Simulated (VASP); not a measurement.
# Li (I4/mmm) in VASP: notebook

Li is run at these levels: PBE; tasks: single point, relaxation of cell and atoms.

All numbers are computed with VASP 6.6.1; they aren't measurements. Logs are shortened: lines on timing, memory, paths and dates and some standing lists are left out, and cuts for length are marked.

### 1 The cell of the first run

The structure is tetragonal, space group I4/mmm (No. 139). The conventional cell has a = 3.617 Å, b = 3.617 Å, c = 7.125 Å, α = 90.00°, β = 90.00°, γ = 90.00°. Li (site symmetry 4mm) has 9 Li at 2.67 to 3.62 Å within 3.7 Å.

The cell was built from a structure type or drawn by symmetry, and may not be a known phase.

### 2 Single point, PBE

INCAR

```
SYSTEM = Li
ALGO = Normal
EDIFF = 1E-6
ENCUT = 520
GGA = PE
ISIF = 2
ISMEAR = 0
LASPH = .True.
LCHARG = .False.
LREAL = .False.
LWAVE = .False.
NBANDS = 10
NELM = 60
PREC = Accurate
SIGMA = 0.1
```

KPOINTS

```
k-points
0
Gamma
  6 6 6
  0 0 0
```

POSCAR

```
Li
1.0
   -1.8083144300      1.8083144300      3.5624569700
    1.8083144300     -1.8083144300      3.5624569700
    1.8083144300      1.8083144300     -3.5624569700
Li
2
Direct
    0.8033890100      0.8033890100      0.0000000000
    0.1966109900      0.1966109900      0.0000000000
```

Potentials or basis: VASP PAW PBE potentials, release 64 (Li_sv).

On the command line:

```console
> cat potpaw_PBE.64/Li_sv/POTCAR > POTCAR
> mpirun -np 1 vasp_std > vasp.out
```

OUTCAR:

```text
SYSTEM = Li
   EDIFF = 1E-6
   ENCUT = 520
   GGA = PE
   ISIF = 2
   ISMEAR = 0
   LASPH = .True.
   LREAL = .False.
   NELM = 60
   PREC = Accurate

 ion  position               nearest neighbor table
   1  0.803  0.803  0.000-
   2  0.197  0.197  0.000-

  LATTYP: Found a body centered tetragonal cell.
 ALAT       =     3.6166288600
 C/A-ratio  =     1.9700428813

  Lattice vectors:

 A1 = (  -1.8083144300,   1.8083144300,   3.5624569700)
 A2 = (   1.8083144300,  -1.8083144300,   3.5624569700)
 A3 = (   1.8083144300,   1.8083144300,  -3.5624569700)

Analysis of symmetry for initial positions (statically):
=====================================================================
 Subroutine PRICEL returns:
 Original cell was already a primitive cell.

 Routine SETGRP: Setting up the symmetry group for a
 body centered tetragonal supercell.

 Subroutine GETGRP returns: Found 16 space group operations
 (whereof 16 operations were pure point group operations)
 out of a pool of 16 trial point group operations.

The static configuration has the point symmetry D_4h.

Analysis of symmetry for dynamics (positions and initial velocities):
=====================================================================
 Subroutine PRICEL returns:
 Original cell was already a primitive cell.

 Routine SETGRP: Setting up the symmetry group for a
 body centered tetragonal supercell.

 Subroutine GETGRP returns: Found 16 space group operations
 (whereof 16 operations were pure point group operations)
 out of a pool of 16 trial point group operations.

The dynamic configuration has the point symmetry D_4h.

 Subroutine INISYM returns: Found 16 space group operations
 (whereof 16 operations are pure point group operations),
 and found     1 'primitive' translations

----------------------------------------------------------------------------------------

                                     Primitive cell

  volume of cell :      46.5970

  direct lattice vectors                    reciprocal lattice vectors
    -1.808314430  1.808314430  3.562456970     0.000000000  0.276500586  0.140352572
     1.808314430 -1.808314430  3.562456970     0.276500586  0.000000000  0.140352572
     1.808314430  1.808314430 -3.562456970     0.276500586  0.276500586  0.000000000

  length of vectors
     4.385328017  4.385328017  4.385328017     0.310082922  0.310082922  0.391030879

  position of ions in fractional coordinates (direct lattice)
     0.803389010  0.803389010  0.000000000
     0.196610990  0.196610990  0.000000000
[... 85 lines left out ...]
   POTIM  = 0.5000    time-step for ionic-motion
   TEBEG  =    0.0;   TEEND  =   0.0 temperature during run
   PSTRESS=    0.0 pullay stress
   NELECT =       6.0000    total number of electrons
   NUPDOWN=      -1.0000    fix difference up-down
   EMIN   =  10.00;   EMAX   =-10.00  energy-range for DOS
   EFERMI =   0.00;   METHOD = LEGACY
   ISMEAR =     0;   SIGMA  =   0.10  broadening in eV -4-tet -1-fermi 0-gaus
   EFERMI_NEDOS =   21; number of points for ismear=-14 and -15
   IALGO  =     38    algorithm
   IMIX   =      4    mixing-type and parameters
     AMIX     =   0.40;   BMIX     =  1.00
     AMIX_MAG =   1.60;   BMIX_MAG =  1.00
  volume/ion in A,a.u.               =      23.30       157.23
  Fermi-wavevector in a.u.,A,eV,Ry     =   0.826684  1.562206  9.298304  0.683406
  Thomas-Fermi vector in A             =   1.938758
   LORBIT       =      0    0 simple, 1 ext, 2 COOP (PROOUT), +10 PAW based schemes
   GGA     = PE    functional components
   LHFCALC =     F    Hartree Fock is set to
   AEXX    =    0.0000 exact exchange contribution
   IVDW    =     0    specifies the selected vdW correction
   LEPSILON=     F    determine dielectric tensor
   LRPA    =     F    only Hartree local field effects (RPA)
 non-spin polarized calculation
 Gauss-broadening in eV      SIGMA  =   0.10
  energy-cutoff  :      520.00
  volume of cell :       46.60
 maximum number of plane-waves:      1274
 NGX is ok and might be reduce to    36
   NGX = 17   NGY = 17   NGZ = 17

 number of electron       5.9999996 magnetization

 Free energy of the ion-electron system (eV)
  ---------------------------------------------------
  ext. energy  EPLUGINS =         0.00000000
  ---------------------------------------------------
  free energy    TOTEN  =        -3.21107781 eV

  energy without entropy =       -3.20603034  energy(sigma->0) =       -3.20855408

 E-fermi :   0.3134     XC(G=0):  -6.6867

 val. band max:        0.3076278821   @ k =   0.3333   0.1667   0.1667
 cond. band min:       0.3436982081   @ k =  -0.3333   0.3333   0.3333
 fundamental gap:      0.0360703260
 Fermi energy:         0.3134194724

 k-point     1 :       0.0000    0.0000    0.0000
  band No.  band energies     occupation
      1     -46.8671      2.00000
      2     -46.8090      2.00000
      3      -3.0798      2.00000
      4       5.9258      0.00000
      5       6.2206      0.00000
      6       6.2356      0.00000
      7       6.2357      0.00000
      8       9.2338      0.00000
      9       9.8588      0.00000
     10       9.8588      0.00000
[... 287 lines left out ...]
 k-point    24 :      -0.1667   -0.3333    0.1667
  band No.  band energies     occupation
      1     -46.8600      2.00000
      2     -46.8156      2.00000
      3      -2.2563      2.00000
      4       2.4430      0.00000
      5       3.6088      0.00000
      6       5.6422      0.00000
      7       8.4309      0.00000
      8       9.6803      0.00000
      9      11.4617      0.00000
     10      11.8208      0.00000

 [... further k-points ...]

------------------------ aborting loop because EDIFF is reached ----------------------------------------

  FORCE on cell =-STRESS in cart. coord.  units (eV):
  Direction    XX          YY          ZZ          XY          YZ          ZX
  --------------------------------------------------------------------------------------
  -------------------------------------------------------------------------------------
  Total        0.5441411      0.5441411     -0.9248266      0.0000000     -0.0000000      0.0000000
  in kB       18.7096042     18.7096042    -31.7989954      0.0000000     -0.0000000      0.0000000
  external PRESSURE =       1.8734044 kB  Pullay stress =       0.0000000 kB

 VOLUME and BASIS-vectors are now :
 -----------------------------------------------------------------------------
  energy-cutoff  :      520.00
  volume of cell :       46.60
      direct lattice vectors                 reciprocal lattice vectors
    -1.808314430  1.808314430  3.562456970     0.000000000  0.276500586  0.140352572
     1.808314430 -1.808314430  3.562456970     0.276500586  0.000000000  0.140352572
     1.808314430  1.808314430 -3.562456970     0.276500586  0.276500586  0.000000000

 POSITION                                       TOTAL-FORCE (eV/Angst)
 -----------------------------------------------------------------------------------
      0.00000      0.00000      5.72408         0.000000      0.000000      0.230848
      0.00000      0.00000      1.40084        -0.000000     -0.000000     -0.230848
 -----------------------------------------------------------------------------------
    total drift:                                0.000000      0.000000     -0.000000

  FREE ENERGIE OF THE ION-ELECTRON SYSTEM (eV)
  ---------------------------------------------------
  free  energy   TOTEN  =        -3.2110778074 eV

  energy  without entropy=       -3.2060303446  energy(sigma->0) =       -3.20855408
```

OSZICAR:

```text
N       E                     dE             d eps       ncg     rms          rms(c)
DAV:   1     0.170722730284E+02    0.17072E+02   -0.29907E+03   600   0.550E+02
DAV:   2    -0.703309250204E-01   -0.17143E+02   -0.16913E+02   748   0.105E+02
DAV:   3    -0.311607590775E+01   -0.30457E+01   -0.30117E+01  1030   0.334E+01
DAV:   4    -0.321340646773E+01   -0.97331E-01   -0.97224E-01   796   0.613E+00
DAV:   5    -0.321402473896E+01   -0.61827E-03   -0.61826E-03   832   0.595E-01    0.348E-01
DAV:   6    -0.321195698395E+01    0.20678E-02   -0.98477E-04  1064   0.167E-01    0.213E-01
DAV:   7    -0.321108616735E+01    0.87082E-03   -0.25069E-03  1062   0.267E-01    0.516E-02
DAV:   8    -0.321108105294E+01    0.51144E-05   -0.88173E-05   698   0.836E-02    0.555E-03
DAV:   9    -0.321107868400E+01    0.23689E-05   -0.78137E-06   922   0.195E-02    0.412E-03
DAV:  10    -0.321107780737E+01    0.87663E-06   -0.47978E-07   426   0.575E-03
   1 F= -.32110778E+01 E0= -.32085541E+01  d E =-.504746E-02
```

stdout:

```text
POSCAR found type information on POSCAR Li
 POSCAR found :  1 types and       2 ions
 scaLAPACK will be used
 LDA part: xc-table for (Slater+PW92), standard interpolation
 POSCAR, INCAR and KPOINTS ok, starting setup
 FFT: planning ... GRIDC
 FFT: planning ... GRID_SOFT
 FFT: planning ... GRID
 WAVECAR not read
 entering main loop
```

Run time: 15 s. Hardware: 1 thread of Intel Xeon Platinum 8259CL at 2.50GHz (Skylake/Cascade Lake), shared host; peak memory 0.18 GiB.

Results:

```
Free energy            : -3.2111 eV
Largest force          : 0.231 eV/Å
Band gap on the k mesh : zero (bands 3 and 4 overlap by 1.21 eV)
```

Forces in eV/Å, atoms in the order of the input:
```
Li   0.000  0.000  0.231
Li   0.000  0.000 -0.231
```

Levels at points of the mesh, in eV from the Fermi level:
```
           k point  band 1  band 2  band 3  band 4  band 5  band 6
(0.00, 0.00, 0.00)  -47.18  -47.12   -3.39    5.61    5.91    5.92
(0.50, 0.00, 0.00)  -47.15  -47.15   -0.85   -0.33    3.14    5.81
(0.50, 0.50, 0.00)  -47.15  -47.15   -0.13    1.56    2.86    3.56
(0.50, 0.50, 0.50)  -47.17  -47.13   -1.33   -0.72    4.46    4.46
```

Caveat: the cutoff is under 1.25 times the usual one of these potentials, so pressure, stress and relaxed cells hold a basis-set (Pulay) error.

[end of part 1 of 2]
